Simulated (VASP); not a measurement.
The system is Rb2NbBr2.

```
Rb Br Nb
1.0
     0.00000    0.00000    6.84628
     7.65651    0.00000    0.00000
     3.82825    7.13944   -3.42314
Rb Br Nb
4 4 2
Direct
  0.14753 0.19177 0.29506
  0.85247 0.80823 0.70494
  0.35247 0.48683 0.70494
  0.64753 0.51317 0.29506
  0.89752 0.29268 0.79504
  0.10248 0.70732 0.20496
  0.60248 0.08772 0.20496
  0.39752 0.91228 0.79504
  0.25000 0.00000 0.00000
  0.75000 0.00000 0.00000
```

Base run:

| Item | Value |
| --- | --- |
| Program | VASP 6.6.1 |
| Functional | PBEsol |
| Potentials or basis | VASP PAW PBE potentials, release 64 (Rb_sv, Br, Nb_sv) |
| Cutoff | 520 eV |
| k mesh | 3 × 3 × 3 |
| Occupations | fermi-dirac, width 0.0111 eV |
| Spin | no spin polarisation |

Its results: band gap on the k mesh zero (band 45 reaches 3.50 eV, above the bottom of band 46 at 3.16 eV); pressure -1.9 GPa; largest force 0.347 eV/Å.

**Question.** The run is repeated on the same cell with these changes: functional from PBEsol to PBE. What comes out?

**Answer.** Band gap on the k mesh zero (band 45 reaches 3.66 eV, above the bottom of band 46 at 3.32 eV); pressure -0.4 GPa; largest force 0.076 eV/Å.

PBE binds less tightly than PBEsol, so the same cell stands under more pressure.

Caveats: the PAW data sets were made with another functional, which shifts forces and pressure a little (some runs).
